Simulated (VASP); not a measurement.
Runs of VASP 6.6.1 on Sb. The structure is that of space group P6/mmm (No. 191), or close to it. The cells are those of the table. 

```tsv
task	cell	k mesh	cutoff (eV)	gap on the mesh (eV)	pressure (GPa)
single point	a = 5.465, b = 5.465, c = 3.259 Å, angles 90.0, 90.0, 120.0°, 3 atoms	9 × 9 × 13	520	none	-0.4
single point	a = 5.607, b = 5.607, c = 3.343 Å, angles 90.0, 90.0, 120.0°, 3 atoms	8 × 8 × 11	520	none	-3.9
single point	a = 5.391, b = 5.391, c = 3.215 Å, angles 90.0, 90.0, 120.0°, 3 atoms	8 × 8 × 11	520	none	(b)
single point	a = 5.465, b = 5.465, c = 3.259 Å, angles 90.0, 90.0, 120.0°, 3 atoms	7 × 7 × 10	520	none	-0.2
single point	a = 5.237, b = 5.237, c = 3.123 Å, angles 90.0, 90.0, 120.0°, 3 atoms	8 × 8 × 11	520	none	(a)
single point	a = 5.465, b = 5.465, c = 3.259 Å, angles 90.0, 90.0, 120.0°, 3 atoms	8 × 8 × 11	520	none	-0.4
relaxation of cell and atoms	relaxed from a = 5.356, b = 5.356, c = 3.283 Å, angles 90.0, 90.0, 120.0°, 3 atoms	7 × 7 × 10	600	none	0.0
single point	a = 5.676, b = 5.676, c = 3.384 Å, angles 90.0, 90.0, 120.0°, 3 atoms	8 × 8 × 11	520	none	-5.1
single point	a = 5.315, b = 5.315, c = 3.169 Å, angles 90.0, 90.0, 120.0°, 3 atoms	8 × 8 × 11	520	none	5.2
single point	a = 5.537, b = 5.537, c = 3.301 Å, angles 90.0, 90.0, 120.0°, 3 atoms	8 × 8 × 11	520	none	-2.3
```

Alike in all rows: level revPBE; potentials or basis VASP PAW PBE potentials, release 64 (Sb); no spin polarisation; smearing fermi-dirac 0.1 eV.

Task: Estimate the missing entries.

Result: (a) 9.1; (b) 2.1.

Caveats: the PAW data sets were made with another functional, which shifts forces and pressure a little; spin-orbit coupling is left out, which moves the levels of the heavy elements.

A k mesh can miss the band edges, and the runs leave out spin-orbit coupling on Sb.

A gap of «none» marks levels without a gap at the run's occupations.
